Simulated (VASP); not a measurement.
# Si2W (I4/mmm) in VASP: single point with PBE

Aim: the single point of Si2W with PBE.

All numbers are computed with VASP 6.6.1; they aren't measurements. Logs are shortened: lines on timing, memory, paths and dates and some standing lists are left out, and cuts for length are marked.

**1. The cell of the first run**

It takes space group I4/mmm (No. 139, tetragonal). The conventional cell has a = 3.212 Å, b = 3.212 Å, c = 7.880 Å, α = 90.00°, β = 90.00°, γ = 90.00°. Si (site symmetry 4mm) has 9 Si at 2.62 to 3.21 Å and 5 W at 2.62 Å within 3.5 Å. Within 3.5 Å of W (site symmetry 4/mmm) lie 10 Si at 2.62 Å and 4 W at 3.21 Å.

**2. Single point, PBE**

INCAR reads:

```
SYSTEM = Si2W
ALGO = Normal
EDIFF = 1E-6
ENCUT = 520
GGA = PE
ISIF = 2
ISMEAR = 0
LASPH = .TRUE.
LCHARG = .TRUE.
LELF = .TRUE.
LREAL = .FALSE.
LVHAR = .TRUE.
LWAVE = .FALSE.
NBANDS = 18
NELM = 80
PREC = Accurate
SIGMA = 0.1
```

KPOINTS reads:

```
k-points
0
G
  8 8 8
  0 0 0
```

POSCAR reads:

```
Si2W
1.0
   -1.6060005352      1.6060005352      3.9400013130
    1.6060005352     -1.6060005352      3.9400013130
    1.6060005352      1.6060005352     -3.9400013130
Si W
2 1
Direct
    0.3330000000      0.3330000000      0.0000000000
    0.6670000000      0.6670000000      0.0000000000
    0.0000000000      0.0000000000      0.0000000000
```

Potentials or basis: VASP PAW PBE potentials, release 64 (Si, W_sv).

On the command line:

```console
cat potpaw_PBE.64/Si/POTCAR potpaw_PBE.64/W_sv/POTCAR > POTCAR
mpirun -np 1 vasp_std > vasp.out
```

OUTCAR:

```text
SYSTEM = Si2W
   EDIFF = 1E-6
   ENCUT = 520
   GGA = PE
   ISIF = 2
   ISMEAR = 0
   LASPH = .TRUE.
   LREAL = .FALSE.
   NELM = 80
   PREC = Accurate

 ion  position               nearest neighbor table
   1  0.333  0.333  0.000-   2 2.62   2 2.62   2 2.62   2 2.62   3 2.62   3 2.62   3 2.62   3 2.62
                             3 2.62   2 2.63
   2  0.667  0.667  0.000-   1 2.62   1 2.62   1 2.62   1 2.62   3 2.62   3 2.62   3 2.62   3 2.62
                             3 2.62   1 2.63
   3  0.000  0.000  0.000-   1 2.62   2 2.62   2 2.62   1 2.62   2 2.62   2 2.62   2 2.62   1 2.62
                             1 2.62   1 2.62

  LATTYP: Found a body centered tetragonal cell.
 ALAT       =     3.2120010704
 C/A-ratio  =     2.4533001245

  Lattice vectors:

 A1 = (  -1.6060005352,   1.6060005352,   3.9400013130)
 A2 = (   1.6060005352,  -1.6060005352,   3.9400013130)
 A3 = (   1.6060005352,   1.6060005352,  -3.9400013130)

Analysis of symmetry for initial positions (statically):
=====================================================================
 Subroutine PRICEL returns:
 Original cell was already a primitive cell.

 Routine SETGRP: Setting up the symmetry group for a
 body centered tetragonal supercell.

 Subroutine GETGRP returns: Found 16 space group operations
 (whereof 16 operations were pure point group operations)
 out of a pool of 16 trial point group operations.

The static configuration has the point symmetry D_4h.

Analysis of symmetry for dynamics (positions and initial velocities):
=====================================================================
 Subroutine PRICEL returns:
 Original cell was already a primitive cell.

 Routine SETGRP: Setting up the symmetry group for a
 body centered tetragonal supercell.

 Subroutine GETGRP returns: Found 16 space group operations
 (whereof 16 operations were pure point group operations)
 out of a pool of 16 trial point group operations.

The dynamic configuration has the point symmetry D_4h.

 Subroutine INISYM returns: Found 16 space group operations
 (whereof 16 operations are pure point group operations),
 and found     1 'primitive' translations

----------------------------------------------------------------------------------------

                                     Primitive cell

  volume of cell :      40.6488

  direct lattice vectors                    reciprocal lattice vectors
    -1.606000535  1.606000535  3.940001313     0.000000000  0.311332399  0.126903511
     1.606000535 -1.606000535  3.940001313     0.311332399  0.000000000  0.126903511
     1.606000535  1.606000535 -3.940001313     0.311332399  0.311332399  0.000000000

  length of vectors
     4.547756126  4.547756126  4.547756126     0.336202861  0.336202861  0.440290502

  position of ions in fractional coordinates (direct lattice)
     0.333000000  0.333000000  0.000000000
     0.667000000  0.667000000  0.000000000
     0.000000000  0.000000000  0.000000000

  ion indices of the primitive-cell ions
   primitive index   ion index
                 1           1
                 2           2
                 3           3

----------------------------------------------------------------------------------------

 KPOINTS: k-points

Automatic generation of k-mesh.
 Grid dimensions read from file:
 generate k-points for:    8    8    8

 Generating k-lattice:

  Cartesian coordinates                     Fractional coordinates (reciprocal lattice)
     0.000000000  0.038916550  0.015862939     0.125000000  0.000000000  0.000000000
     0.038916550  0.000000000  0.015862939     0.000000000  0.125000000  0.000000000
     0.038916550  0.038916550  0.000000000     0.000000000  0.000000000  0.125000000

  Length of vectors
     0.042025358  0.042025358  0.055036313

  Shift w.r.t. Gamma in fractional coordinates (k-lattice)
     0.000000000  0.000000000  0.000000000

 Subroutine IBZKPT returns following result:
 ===========================================

 Found     59 irreducible k-points:

 Following reciprocal coordinates:
            Coordinates               Weight
  0.000000  0.000000  0.000000      1.000000
  0.125000  0.000000 -0.000000      8.000000
  0.250000  0.000000 -0.000000      8.000000
  0.375000  0.000000 -0.000000      8.000000
  0.500000  0.000000 -0.000000      4.000000
  0.125000  0.125000 -0.000000      8.000000
[... 16 lines left out ...]
  0.250000  0.125000  0.125000     16.000000
  0.375000  0.125000  0.125000      8.000000
 [... further k-points ...]
   k-points           NKPTS =     59   k-points in BZ     NKDIM =     59   number of bands    NBANDS=     18
   number of dos      NEDOS =    301   number of ions     NIONS =      3
   total plane-waves  NPLWV =  46656
   dimension x,y,z NGX =    36 NGY =   36 NGZ =   36
   dimension x,y,z NGXF=    72 NGYF=   72 NGZF=   72
   ions per type =               2   1
   NGX,Y,Z   is equivalent  to a cutoff of  13.16, 13.16, 13.16 a.u.
   NGXF,Y,Z  is equivalent  to a cutoff of  26.32, 26.32, 26.32 a.u.
 SYSTEM =  Si2W
   PREC   = accura    normal or accurate (medium, high low for compatibility)
   ISTART =      0    job   : 0-new  1-cont  2-samecut
   ICHARG =      2    charge: 1-file 2-atom 10-const
   ISPIN  =      1    spin polarized calculation?
   LNONCOLLINEAR =      F non collinear calculations
   LSORBIT =      F    spin-orbit coupling
   LASPH  =      T    aspherical Exc in radial PAW
   ENCUT  =  520.0 eV  38.22 Ry    6.18 a.u.   8.46  8.46  8.46*2*pi/ulx,y,z
   NELM   =     80;   NELMIN=  2; NELMDL= -5     # of ELM steps
   EDIFF  = 0.1E-05   stopping-criterion for ELM
   LREAL  =      F    real-space projection
   EDIFFG = 0.1E-04   stopping-criterion for IOM
   NSW    =      0    number of steps for IOM
   IBRION =     -1    ionic relax: 0-MD 1-quasi-New 2-CG
   NFREE  =      0    steps in history (QN), initial steepest desc. (CG)
   ISIF   =      2    stress and relaxation
   ISYM   =      2    0-nonsym 1-usesym 2-fastsym
   POTIM  = 0.5000    time-step for ionic-motion
   TEBEG  =    0.0;   TEEND  =   0.0 temperature during run
   PSTRESS=    0.0 pullay stress
   NELECT =      22.0000    total number of electrons
   NUPDOWN=      -1.0000    fix difference up-down
   EMIN   =  10.00;   EMAX   =-10.00  energy-range for DOS
   EFERMI =   0.00;   METHOD = LEGACY
   ISMEAR =     0;   SIGMA  =   0.10  broadening in eV -4-tet -1-fermi 0-gaus
   EFERMI_NEDOS =   21; number of points for ismear=-14 and -15
   IALGO  =     38    algorithm
   IMIX   =      4    mixing-type and parameters
     AMIX     =   0.40;   BMIX     =  1.00
     AMIX_MAG =   1.60;   BMIX_MAG =  1.00
  volume/ion in A,a.u.               =      13.55        91.44
  Fermi-wavevector in a.u.,A,eV,Ry     =   1.334135  2.521150 24.217234  1.779917
  Thomas-Fermi vector in A             =   2.462940
   LORBIT       =      0    0 simple, 1 ext, 2 COOP (PROOUT), +10 PAW based schemes
   GGA     = PE    functional components
   LHFCALC =     F    Hartree Fock is set to
   AEXX    =    0.0000 exact exchange contribution
   IVDW    =     0    specifies the selected vdW correction
   LEPSILON=     F    determine dielectric tensor
   LRPA    =     F    only Hartree local field effects (RPA)
 non-spin polarized calculation
 Gauss-broadening in eV      SIGMA  =   0.10
  energy-cutoff  :      520.00
  volume of cell :       40.65
 maximum number of plane-waves:      1116
 NGX is ok and might be reduce to    36
   NGX = 17   NGY = 17   NGZ = 17

 number of electron      21.9999999 magnetization

 Free energy of the ion-electron system (eV)
  ---------------------------------------------------
  ext. energy  EPLUGINS =         0.00000000
  ---------------------------------------------------
  free energy    TOTEN  =       -24.80847971 eV

  energy without entropy =      -24.80613291  energy(sigma->0) =      -24.80730631

 E-fermi :  11.8030     XC(G=0): -12.5053

 val. band max:       11.7928117322   @ k =  -0.3750   0.5000   0.3750
 cond. band min:      11.8677802092   @ k =   0.2500   0.2500   0.2500
 fundamental gap:      0.0749684770
 Fermi energy:        11.8029624003

 k-point     1 :       0.0000    0.0000    0.0000
  band No.  band energies     occupation
      1     -61.9704      2.00000
      2     -26.2439      2.00000
      3     -26.1947      2.00000
      4     -26.1947      2.00000
      5      -2.1641      2.00000
      6       5.0959      2.00000
[... 10 lines left out ...]
     17      17.4652      0.00000
     18      17.4652      0.00000

 k-point     2 :       0.1250    0.0000   -0.0000
  band No.  band energies     occupation
      1     -61.9693      2.00000
      2     -26.2414      2.00000
      3     -26.2268      2.00000
      4     -26.1917      2.00000
      5      -1.8691      2.00000
      6       5.1007      2.00000
[... 10 lines left out ...]
     17      17.6112      0.00000
     18      18.4384      0.00000

 k-point     3 :       0.2500    0.0000   -0.0000
  band No.  band energies     occupation
      1     -61.9666      2.00000
      2     -26.3037      2.00000
      3     -26.2354      2.00000
      4     -26.1847      2.00000
      5      -1.0163      2.00000
      6       4.7845      2.00000
[... 10 lines left out ...]
     17      18.8881      0.00000
     18      20.4819      0.00000

 k-point     4 :       0.3750    0.0000   -0.0000
  band No.  band energies     occupation
      1     -61.9639      2.00000
      2     -26.3795      2.00000
      3     -26.2294      2.00000
      4     -26.1776      2.00000
      5       0.2998      2.00000
      6       3.5774      2.00000
[... 375 lines left out ...]
      4     -26.2247      2.00000
      5      -0.1336      2.00000
      6       5.0811      2.00000
[... 10 lines left out ...]
     17      17.0129      0.00000
     18      20.2655      0.00000

 k-point    23 :       0.2500    0.1250    0.1250
  band No.  band energies     occupation
      1     -61.9602      2.00000
      2     -26.3651      2.00000
      3     -26.2820      2.00000
      4     -26.2183      2.00000
      5       1.0471      2.00000
      6       4.0213      2.00000
[... 10 lines left out ...]
     17      18.2340      0.00000
     18      20.2277      0.00000

 k-point    24 :       0.3750    0.1250    0.1250
  band No.  band energies     occupation
      1     -61.9591      2.00000
      2     -26.3954      2.00000
      3     -26.2783      2.00000
      4     -26.2157      2.00000
      5       2.3081      2.00000
      6       2.7158      2.00000
[... 10 lines left out ...]
     17      18.7792      0.00000
     18      20.3029      0.00000

 [... further k-points ...]

------------------------ aborting loop because EDIFF is reached ----------------------------------------

  FORCE on cell =-STRESS in cart. coord.  units (eV):
  Direction    XX          YY          ZZ          XY          YZ          ZX
  --------------------------------------------------------------------------------------
  -------------------------------------------------------------------------------------
  Total        0.6977917      0.6977917     -0.0688699      0.0000000      0.0000000      0.0000000
  in kB       27.5035445     27.5035445     -2.7145158      0.0000000      0.0000000      0.0000000
  external PRESSURE =      17.4308578 kB  Pullay stress =       0.0000000 kB

 VOLUME and BASIS-vectors are now :
 -----------------------------------------------------------------------------
  energy-cutoff  :      520.00
  volume of cell :       40.65
      direct lattice vectors                 reciprocal lattice vectors
    -1.606000535  1.606000535  3.940001313     0.000000000  0.311332399  0.126903511
     1.606000535 -1.606000535  3.940001313     0.311332399  0.000000000  0.126903511
     1.606000535  1.606000535 -3.940001313     0.311332399  0.311332399  0.000000000

 POSITION                                       TOTAL-FORCE (eV/Angst)
 -----------------------------------------------------------------------------------
      0.00000      0.00000      2.62404         0.000000      0.000000      0.246023
      0.00000      0.00000      5.25596        -0.000000     -0.000000     -0.246023
      0.00000      0.00000      0.00000        -0.000000     -0.000000      0.000000
 -----------------------------------------------------------------------------------
    total drift:                                0.000000      0.000000     -0.000000

  FREE ENERGIE OF THE ION-ELECTRON SYSTEM (eV)
  ---------------------------------------------------
  free  energy   TOTEN  =       -24.8084797135 eV

  energy  without entropy=      -24.8061329113  energy(sigma->0) =      -24.80730631
```

Run time: 50 s. Hardware: 1 thread of AMD EPYC 7R13 (Zen 3), shared host; peak memory 0.19 GiB.

What came out:

| Item | Value |
| --- | --- |
| Free energy | -24.8085 eV |
| Pressure | 1.7 GPa |
| Largest force | 0.246 eV/Å |
| Band gap on the k mesh | zero (band 11 reaches 12.67 eV, above the bottom of band 12 at 11.40 eV) |

Forces on the atoms (eV/Å):
```
Si   0.000  0.000  0.246
Si   0.000  0.000 -0.246
W    0.000  0.000  0.000
```

Stress tensor (GPa, compression positive):
```
 2.75  0.00  0.00
 0.00  2.75  0.00
 0.00  0.00 -0.27
```

Levels at points of the mesh, in eV from the Fermi level:
```
           k point  band 8  band 9  band 10  band 11  band 12  band 13  band 14  band 15
(0.00, 0.00, 0.00)   -3.17   -2.75    -2.75     0.78     2.77     2.98     3.29     3.29
(0.50, 0.00, 0.00)   -4.74   -2.69    -2.60    -0.33     2.83     2.84     4.02     4.41
(0.50, 0.50, 0.00)   -5.47   -4.94    -3.17    -1.59     2.72     3.10     3.23     3.85
(0.50, 0.50, 0.50)   -2.53   -0.76    -0.76    -0.41    -0.41     0.96     4.41     4.92
```

Caveat: spin-orbit coupling is left out, which moves the levels of the heavy elements.
